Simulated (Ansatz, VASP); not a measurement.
## Two plane-wave programs on SrCl2

```xyz
3
Lattice="0.0000 3.5564 3.5564 3.5564 0.0000 3.5564 3.5564 3.5564 0.0000" Properties=species:S:1:pos:R:3 pbc="T T T"
Sr    0.0000    0.0000    0.0000
Cl    1.7782    1.7782    1.7782
Cl    5.3346    5.3346    5.3346
```

Alike in both runs: task single point; functional PBE; k mesh 6 × 6 × 6; occupations gaussian, width 0.05 eV; no spin polarisation.

|  | VASP | Ansatz |
| --- | --- | --- |
| version | VASP 6.6.1 | Ansatz 0.2.0 |
| potentials or method | VASP PAW PBE potentials, release 64 (Sr_sv, Cl), cutoff 520 eV | scalar-relativistic, plane waves, PAW |
| valence electrons in the cell | 24 | 24 |

|  | VASP | Ansatz | Ansatz less VASP |
| --- | --- | --- | --- |
| gap on the k mesh at the Fermi level (eV) | 5.12 | 5.12 | +0.004 |
| least direct gap on the mesh (eV) | 5.43 | 5.43 | +0.001 |
| pressure (GPa) | -0.9 | -1.0 | -0.06 |

With one functional, cell and mesh, what is left measures potentials, basis and numerics.
